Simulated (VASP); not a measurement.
# SrO (Fm-3m) in VASP: settings compared

The runs below take SrO through single point, with B3LYP, PBEsol.

All numbers are computed with VASP 6.6.1; they aren't measurements. Logs are shortened: lines on timing, memory, paths and dates and some standing lists are left out, and cuts for length are marked.

## 1. The cell of the first run

It takes space group Fm-3m (No. 225, cubic). Conventional cell: a = 5.133 Å, b = 5.133 Å, c = 5.133 Å, α = 90.00°, β = 90.00°, γ = 90.00°. Within 3.4 Å of Sr (site symmetry m-3m) lie 6 O at 2.57 Å. O (site symmetry m-3m) has 6 Sr at 2.57 Å within 3.4 Å.

## 2. Single point, B3LYP

The input, POSCAR:

```
SrO
1.0
    0.0000000000      2.5663000000      2.5663000000
    2.5663000000      0.0000000000      2.5663000000
    2.5663000000      2.5663000000      0.0000000000
Sr O
1 1
Direct
    0.5000000000      0.5000000000      0.5000000000
    0.0000000000      0.0000000000      0.0000000000
```

The input, INCAR.step1:

```
PREC = Accurate
ENCUT = 520
EDIFF = 1E-5
ISMEAR = -1
SIGMA = 0.05
LREAL = False
LASPH = True
NELM = 100
ALGO = Normal
ISIF = 2
LWAVE = True
GGA = PE
NBANDS = 15
```

The input, INCAR.step2:

```
PREC = Accurate
ENCUT = 520
EDIFF = 1E-6
ISMEAR = -1
SIGMA = 0.05
LREAL = False
LASPH = True
NELM = 100
ALGO = Normal
ISIF = 2
LWAVE = False
LCHARG = True
GGA = B3
LHFCALC = True
AEXX = 0.2
AGGAX = 0.72
AGGAC = 0.81
ALDAC = 0.19
PRECFOCK = Normal
LELF = True
LVHAR = True
ISTART = 1
NBANDS = 15
```

The input, KPOINTS:

```
regular mesh
0
Gamma
  5 5 5
```

Potentials or basis: VASP PAW PBE potentials, release 64 (Sr_sv, O).

Run with:

```bash
cat potpaw_PBE.64/Sr_sv/POTCAR potpaw_PBE.64/O/POTCAR > POTCAR
cp INCAR.step1 INCAR
mpirun -np 1 vasp_std > vasp.out
cp INCAR.step2 INCAR
mpirun -np 1 vasp_std > vasp.out
```

OUTCAR:

```text
PREC = Accurate
   ENCUT = 520
   EDIFF = 1E-6
   ISMEAR = -1
   LREAL = False
   LASPH = True
   NELM = 100
   ISIF = 2
   GGA = B3
   LHFCALC = True
   AEXX = 0.2
   PRECFOCK = Normal
   ISTART = 1

 ion  position               nearest neighbor table
   1  0.500  0.500  0.500-   2 2.57   2 2.57   2 2.57   2 2.57   2 2.57   2 2.57
   2  0.000  0.000  0.000-   1 2.57   1 2.57   1 2.57   1 2.57   1 2.57   1 2.57

  LATTYP: Found a face centered cubic cell.
 ALAT       =     5.1326000000

  Lattice vectors:

 A1 = (   0.0000000000,   2.5663000000,   2.5663000000)
 A2 = (   2.5663000000,   0.0000000000,   2.5663000000)
 A3 = (   2.5663000000,   2.5663000000,   0.0000000000)

Analysis of symmetry for initial positions (statically):
=====================================================================
 Subroutine PRICEL returns:
 Original cell was already a primitive cell.

 Routine SETGRP: Setting up the symmetry group for a
 face centered cubic supercell.

 Subroutine GETGRP returns: Found 48 space group operations
 (whereof 48 operations were pure point group operations)
 out of a pool of 48 trial point group operations.

The static configuration has the point symmetry O_h .

Analysis of symmetry for dynamics (positions and initial velocities):
=====================================================================
 Subroutine PRICEL returns:
 Original cell was already a primitive cell.

 Routine SETGRP: Setting up the symmetry group for a
 face centered cubic supercell.

 Subroutine GETGRP returns: Found 48 space group operations
 (whereof 48 operations were pure point group operations)
 out of a pool of 48 trial point group operations.

The dynamic configuration has the point symmetry O_h .

 Subroutine INISYM returns: Found 48 space group operations
 (whereof 48 operations are pure point group operations),
 and found     1 'primitive' translations

----------------------------------------------------------------------------------------

                                     Primitive cell

  volume of cell :      33.8028

  direct lattice vectors                    reciprocal lattice vectors
     0.000000000  2.566300000  2.566300000    -0.194833028  0.194833028  0.194833028
     2.566300000  0.000000000  2.566300000     0.194833028 -0.194833028  0.194833028
     2.566300000  2.566300000  0.000000000     0.194833028  0.194833028 -0.194833028

  length of vectors
     3.629296265  3.629296265  3.629296265     0.337460704  0.337460704  0.337460704

  position of ions in fractional coordinates (direct lattice)
     0.500000000  0.500000000  0.500000000
     0.000000000  0.000000000  0.000000000

  ion indices of the primitive-cell ions
   primitive index   ion index
                 1           1
                 2           2

----------------------------------------------------------------------------------------

 KPOINTS: regular mesh

Automatic generation of k-mesh.
 Grid dimensions read from file:
 generate k-points for:    5    5    5

 Generating k-lattice:

  Cartesian coordinates                     Fractional coordinates (reciprocal lattice)
    -0.038966606  0.038966606  0.038966606     0.200000000  0.000000000  0.000000000
     0.038966606 -0.038966606  0.038966606     0.000000000  0.200000000  0.000000000
     0.038966606  0.038966606 -0.038966606     0.000000000  0.000000000  0.200000000

  Length of vectors
     0.067492141  0.067492141  0.067492141

  Shift w.r.t. Gamma in fractional coordinates (k-lattice)
     0.000000000  0.000000000  0.000000000

 Subroutine IBZKPT returns following result:
 ===========================================

 Found     10 irreducible k-points:

 Following reciprocal coordinates:
            Coordinates               Weight
  0.000000  0.000000  0.000000      1.000000
  0.200000  0.000000  0.000000      8.000000
  0.400000  0.000000  0.000000      8.000000
  0.200000  0.200000  0.000000      6.000000
  0.400000  0.200000  0.000000     24.000000
 -0.400000  0.200000  0.000000     24.000000
 -0.200000  0.200000  0.000000     12.000000
  0.400000  0.400000  0.000000      6.000000
 -0.400000  0.400000  0.000000     12.000000
 -0.400000  0.400000  0.200000     24.000000
   k-points           NKPTS =     10   k-points in BZ     NKDIM =    125   number of bands    NBANDS=     15
   number of dos      NEDOS =    301   number of ions     NIONS =      2
   total plane-waves  NPLWV =  21952
   dimension x,y,z NGX =    28 NGY =   28 NGZ =   28
   dimension x,y,z NGXF=    56 NGYF=   56 NGZF=   56
   ions per type =               1   1
   NGX,Y,Z   is equivalent  to a cutoff of  12.83, 12.83, 12.83 a.u.
   NGXF,Y,Z  is equivalent  to a cutoff of  25.65, 25.65, 25.65 a.u.
 SYSTEM =  unknown system
   PREC   = accura    normal or accurate (medium, high low for compatibility)
   ISTART =      1    job   : 0-new  1-cont  2-samecut
   ICHARG =      0    charge: 1-file 2-atom 10-const
   ISPIN  =      1    spin polarized calculation?
   LNONCOLLINEAR =      F non collinear calculations
   LSORBIT =      F    spin-orbit coupling
   LASPH  =      T    aspherical Exc in radial PAW
   ENCUT  =  520.0 eV  38.22 Ry    6.18 a.u.   6.75  6.75  6.75*2*pi/ulx,y,z
   NELM   =    100;   NELMIN=  2; NELMDL=  0     # of ELM steps
   EDIFF  = 0.1E-05   stopping-criterion for ELM
   LREAL  =      F    real-space projection
   EDIFFG = 0.1E-04   stopping-criterion for IOM
   NSW    =      0    number of steps for IOM
   IBRION =     -1    ionic relax: 0-MD 1-quasi-New 2-CG
   NFREE  =      0    steps in history (QN), initial steepest desc. (CG)
   ISIF   =      2    stress and relaxation
   ISYM   =      3    0-nonsym 1-usesym 2-fastsym
   POTIM  = 0.5000    time-step for ionic-motion
   TEBEG  =    0.0;   TEEND  =   0.0 temperature during run
   PSTRESS=    0.0 pullay stress
   NELECT =      16.0000    total number of electrons
   NUPDOWN=      -1.0000    fix difference up-down
   EMIN   =  10.00;   EMAX   =-10.00  energy-range for DOS
   EFERMI =   0.00;   METHOD = LEGACY
   ISMEAR =    -1;   SIGMA  =   0.05  broadening in eV -4-tet -1-fermi 0-gaus
   EFERMI_NEDOS =   21; number of points for ismear=-14 and -15
   IALGO  =     38    algorithm
   IMIX   =      1    mixing-type and parameters
     AMIX     =   0.40;   BMIX     =  1.00
     AMIX_MAG =   1.60;   BMIX_MAG =  1.00
  volume/ion in A,a.u.               =      16.90       114.06
  Fermi-wavevector in a.u.,A,eV,Ry     =   1.275843  2.410995 22.147245  1.627777
  Thomas-Fermi vector in A             =   2.408533
   LORBIT       =      0    0 simple, 1 ext, 2 COOP (PROOUT), +10 PAW based schemes
   GGA     = B3    functional components
   LHFCALC =     T    Hartree Fock is set to
   PRECFOCK=normal    Normal, Fast or Accurate (Low or Medium for compatibility)
   ENCUT4O =  -1.0   cutoff for four orbital integrals eV
   NKREDX  =     1    reduce k-point grid by
   NKREDY  =     1    reduce k-point grid by
   NKREDZ  =     1    reduce k-point grid by
   AEXX    =    0.2000 exact exchange contribution
   HFSCREEN=    0.0000 screening length (either q_TF or 0.3 A-1)
   HFSCREENC=   0.0000 screening length for correlation (either q_TF or 0.3 A-1)
   ENCUTFOCK=  -1.0 apply spherical cutoff to Coloumb kernel
   IVDW    =     0    specifies the selected vdW correction
   LEPSILON=     F    determine dielectric tensor
   LRPA    =     F    only Hartree local field effects (RPA)
 non-spin polarized calculation
  energy-cutoff  :      520.00
  volume of cell :       33.80
 maximum number of plane-waves:       941
  NGX = 24; NGY = 24; NGZ = 24

 number of electron      15.9999996 magnetization

 Free energy of the ion-electron system (eV)
  ---------------------------------------------------
  ext. energy  EPLUGINS =         0.00000000
  ---------------------------------------------------
  free energy    TOTEN  =       -13.81969813 eV

  energy without entropy =      -13.81969813  energy(sigma->0) =      -13.81969813

 E-fermi :   1.8209     XC(G=0):  -8.0829

 val. band max:        0.6653777905   @ k =   0.0000   0.0000   0.0000
 cond. band min:       6.0250129257   @ k =   0.4000   0.4000   0.0000
 fundamental gap:      5.3596351353
 Fermi energy:         1.8209345535

 k-point     1 :       0.0000    0.0000    0.0000
  band No.  band energies     occupation
      1     -33.3131      2.00000
      2     -15.5136      2.00000
      3     -13.9279      2.00000
      4     -13.9279      2.00000
      5     -13.9279      2.00000
      6       0.6654      2.00000
      7       0.6654      2.00000
      8       0.6654      2.00000
      9       6.6844      0.00000
     10       8.8463      0.00000
     11       8.8463      0.00000
     12       8.8463      0.00000
     13      11.0931      0.00000
     14      11.0931      0.00000
     15      15.6511      0.00000

 k-point     2 :       0.2000    0.0000    0.0000
  band No.  band energies     occupation
      1     -33.2623      2.00000
      2     -16.1514      2.00000
      3     -13.9556      2.00000
      4     -13.9556      2.00000
      5     -13.4022      2.00000
      6      -0.2758      2.00000
      7       0.2004      2.00000
      8       0.2004      2.00000
      9       8.2602      0.00000
     10       8.6658      0.00000
     11       9.6363      0.00000
     12       9.6363      0.00000
     13      12.1246      0.00000
     14      12.1246      0.00000
     15      17.9135      0.00000

 k-point     3 :       0.4000    0.0000    0.0000
  band No.  band energies     occupation
      1     -33.1784      2.00000
      2     -16.8490      2.00000
      3     -13.9994      2.00000
      4     -13.9994      2.00000
      5     -12.8874      2.00000
      6      -1.4026      2.00000
      7      -0.4400      2.00000
      8      -0.4400      2.00000
      9       9.1197      0.00000
     10      10.8045      0.00000
     11      11.2854      0.00000
     12      11.2854      0.00000
     13      14.2248      0.00000
     14      14.2248      0.00000
     15      18.2659      0.00000

 k-point     4 :       0.2000    0.2000    0.0000
  band No.  band energies     occupation
      1     -33.2461      2.00000
      2     -16.0906      2.00000
      3     -14.0638      2.00000
      4     -14.0638      2.00000
      5     -13.4423      2.00000
      6      -0.6239      2.00000
      7       0.5361      2.00000
      8       0.5361      2.00000
      9       7.4405      0.00000
     10       8.2054      0.00000
     11      10.4792      0.00000
     12      10.4792      0.00000
     13      11.6392      0.00000
     14      12.8986      0.00000
     15      18.6260      0.00000
[... 55 lines left out ...]
 k-point     8 :       0.4000    0.4000    0.0000
  band No.  band energies     occupation
      1     -33.1394      2.00000
      2     -15.8869      2.00000
      3     -14.3694      2.00000
      4     -14.2807      2.00000
      5     -14.2807      2.00000
      6      -0.1175      2.00000
      7       0.5487      2.00000
      8       0.5487      2.00000
      9       6.0250      0.00000
     10      10.2053      0.00000
     11      12.7430      0.00000
     12      13.3766      0.00000
     13      13.3766      0.00000
     14      13.4064      0.00000
     15      17.8085      0.00000

 k-point     9 :      -0.4000    0.4000    0.0000
  band No.  band energies     occupation
      1     -33.1218      2.00000
      2     -16.0046      2.00000
      3     -14.8318      2.00000
      4     -14.2441      2.00000
      5     -13.7999      2.00000
      6      -0.0612      2.00000
      7       0.1900      2.00000
      8       0.2094      2.00000
      9       6.8874      0.00000
     10      11.2329      0.00000
     11      11.2982      0.00000
     12      13.2822      0.00000
     13      13.6213      0.00000
     14      15.9047      0.00000
     15      16.4008      0.00000

 k-point    10 :      -0.4000    0.4000    0.2000
  band No.  band energies     occupation
      1     -33.1311      2.00000
      2     -16.2896      2.00000
      3     -14.4972      2.00000
      4     -14.4342      2.00000
      5     -13.4155      2.00000
      6      -0.5702      2.00000
      7      -0.0722      2.00000
      8       0.2662      2.00000
      9       7.9458      0.00000
     10       9.7919      0.00000
     11      11.5234      0.00000
     12      13.1755      0.00000
     13      14.0480      0.00000
     14      15.8596      0.00000
     15      16.7924      0.00000

------------------------ aborting loop because EDIFF is reached ----------------------------------------

  FORCE on cell =-STRESS in cart. coord.  units (eV):
  Direction    XX          YY          ZZ          XY          YZ          ZX
  --------------------------------------------------------------------------------------
  -------------------------------------------------------------------------------------
  Total        0.9195512      0.9195512      0.9195512      0.0000000     -0.0000000     -0.0000000
  in kB       43.5847160     43.5847160     43.5847160      0.0000000     -0.0000000     -0.0000000
  external PRESSURE =      43.5847160 kB  Pullay stress =       0.0000000 kB

 VOLUME and BASIS-vectors are now :
 -----------------------------------------------------------------------------
  energy-cutoff  :      520.00
  volume of cell :       33.80
      direct lattice vectors                 reciprocal lattice vectors
     0.000000000  2.566300000  2.566300000    -0.194833028  0.194833028  0.194833028
     2.566300000  0.000000000  2.566300000     0.194833028 -0.194833028  0.194833028
     2.566300000  2.566300000  0.000000000     0.194833028  0.194833028 -0.194833028

 POSITION                                       TOTAL-FORCE (eV/Angst)
 -----------------------------------------------------------------------------------
      2.56630      2.56630      2.56630         0.000000      0.000000      0.000000
      0.00000      0.00000      0.00000        -0.000000     -0.000000     -0.000000
 -----------------------------------------------------------------------------------
    total drift:                               -0.000000      0.000000      0.000000

  FREE ENERGIE OF THE ION-ELECTRON SYSTEM (eV)
  ---------------------------------------------------
  free  energy   TOTEN  =       -13.8196981311 eV

  energy  without entropy=      -13.8196981311  energy(sigma->0) =      -13.81969813
```

It took 29 min on 1 thread of Intel Xeon 8259CL, shared host; peak memory 0.18 GiB.

What came out:

```yaml
Free_energy: -13.8197 eV
Pressure: 4.4 GPa
Band_gap_on_the_k_mesh: 5.36 eV (least direct gap 5.48 eV)
```

Levels at points of the mesh, in eV from the valence-band top:
```
           k point  band 5  band 6  band 7  band 8  band 9  band 10  band 11  band 12
(0.00, 0.00, 0.00)  -14.59    0.00    0.00    0.00    6.02     8.18     8.18     8.18
```

Caveat: the k points lie up to 0.42 Å⁻¹ apart; the PAW data sets were made with another functional, which shifts forces and pressure a little; an odd mesh through Γ misses points on the zone boundary, where band edges can lie.

## 3. Single point, B3LYP

This run uses another cell than the first one, of 17.58 Å³/atom.

The input, POSCAR:

```
SrO
1.0
    0.0000000000      2.6004142472      2.6004142472
    2.6004142472      0.0000000000      2.6004142472
    2.6004142472      2.6004142472      0.0000000000
Sr O
1 1
Direct
    0.5000000000      0.5000000000      0.5000000000
    0.0000000000      0.0000000000      0.0000000000
```

The input, INCAR.step1:

```
SYSTEM = SrO
PREC = Accurate
ENCUT = 520
EDIFF = 1E-5
ISMEAR = -1
SIGMA = 0.05
LREAL = .False.
LASPH = .True.
NELM = 60
ALGO = Normal
ISIF = 2
LWAVE = .True.
LCHARG = .False.
GGA = PE
NBANDS = 15
```

The input, INCAR.step2:

```
SYSTEM = SrO
PREC = Accurate
ENCUT = 520
EDIFF = 1E-6
ISMEAR = -1
SIGMA = 0.05
LREAL = .False.
LASPH = .True.
NELM = 60
ALGO = Normal
ISIF = 2
LWAVE = .False.
LCHARG = .False.
GGA = B3
LHFCALC = .True.
AEXX = 0.2
AGGAX = 0.72
AGGAC = 0.81
ALDAC = 0.19
PRECFOCK = Normal
ISTART = 1
NBANDS = 15
```

The input, KPOINTS:

```
regular mesh
0
Gamma
  5 5 5
  0 0 0
```

Potentials or basis: VASP PAW PBE potentials, release 64 (Sr_sv, O).

Run with:

```bash
cat potpaw_PBE.64/Sr_sv/POTCAR potpaw_PBE.64/O/POTCAR > POTCAR
cp INCAR.step1 INCAR
mpirun -np 1 vasp_std > vasp.out
cp INCAR.step2 INCAR
mpirun -np 1 vasp_std > vasp.out
```

It took 31 min on 1 thread of Intel Xeon 8259CL, shared host; peak memory 0.17 GiB.

The run converged. Its results:

* Free energy: -13.8406 eV
* Pressure: 0.5 GPa
* Band gap on the k mesh: 5.36 eV (least direct gap 5.50 eV)

Levels at points of the mesh, in eV from the valence-band top:
| k point | band 5 | band 6 | band 7 | band 8 | band 9 | band 10 | band 11 | band 12 |
| --- | --- | --- | --- | --- | --- | --- | --- | --- |
| (0.00, 0.00, 0.00) | -14.78 | 0.00 | 0.00 | 0.00 | 5.71 | 8.07 | 8.07 | 8.07 |

Caveat: the PAW data sets were made with another functional, which shifts forces and pressure a little; an odd mesh through Γ misses points on the zone boundary, where band edges can lie.

## 4. Single point, PBEsol

This run uses another cell than the first one, of 15.89 Å³/atom.

The input, INCAR:

```
SYSTEM = SrO
ALGO = Normal
EDIFF = 1E-6
ENCUT = 520
GGA = PS
ISIF = 2
ISMEAR = -1
LASPH = .True.
LCHARG = .False.
LREAL = .False.
LWAVE = .False.
NBANDS = 15
NELM = 100
PREC = Accurate
SIGMA = 0.05
```

The input, KPOINTS:

```
k-points
0
Gamma
  9 9 9
  0 0 0
```

The input, POSCAR:

```
SrO
1.0
    0.0000000000      2.5139118308      2.5139118308
    2.5139118308      0.0000000000      2.5139118308
    2.5139118308      2.5139118308      0.0000000000
Sr O
1 1
Direct
    0.5000000000      0.5000000000      0.5000000000
    0.0000000000      0.0000000000      0.0000000000
```

Run with:

```bash
cat potpaw_PBE.64/Sr_sv/POTCAR potpaw_PBE.64/O/POTCAR > POTCAR
mpirun -np 1 vasp_std > vasp.out
```

Run time: 9.6 s. Hardware: 1 thread of Intel Xeon 6975P-C (Granite Rapids), shared host; peak memory 0.16 GiB.

Results (log left out):

| Quantity | Value |
| --- | --- |
| Free energy | -12.5972 eV |
| Pressure | 6.8 GPa |
| Band gap on the k mesh | 3.16 eV (least direct gap 3.20 eV) |

Levels at points of the mesh, in eV from the valence-band top:
```csv
k point,band 5,band 6,band 7,band 8,band 9,band 10,band 11,band 12
"(0.00, 0.00, 0.00)",-13.59,0.00,0.00,0.00,4.32,6.30,6.30,6.30
```

Caveat: the cell stands under pressure; the PAW data sets were made with another functional, which shifts forces and pressure a little; an odd mesh through Γ misses points on the zone boundary, where band edges can lie.

## 5. The runs side by side

```tsv
level	cell	k mesh	grid for exact exchange (PRECFOCK)	share of exact exchange	gap on the mesh (eV)	pressure (GPa)
B3LYP	a = 3.629 Å, angles 60.0°, 2 atoms	5 × 5 × 5	Normal	0.2	5.36	4.4
B3LYP	a = 3.678 Å, angles 60.0°, 2 atoms	5 × 5 × 5	Normal	0.2	5.36	0.5
PBEsol	a = 3.555 Å, angles 60.0°, 2 atoms	9 × 9 × 9	-	-	3.16	6.8
```

Alike in all rows: task single point; potentials or basis VASP PAW PBE potentials, release 64 (Sr_sv, O); no spin polarisation; cutoff (eV) 520; smearing fermi-dirac 0.05 eV.

Caveats: some runs use coarse meshes; the PAW data sets were made with another functional, which shifts forces and pressure a little; an odd mesh through Γ misses points on the zone boundary, where band edges can lie; the cell stands under pressure (at least some runs).

Absolute energies hang on the potentials; compare differences alone.
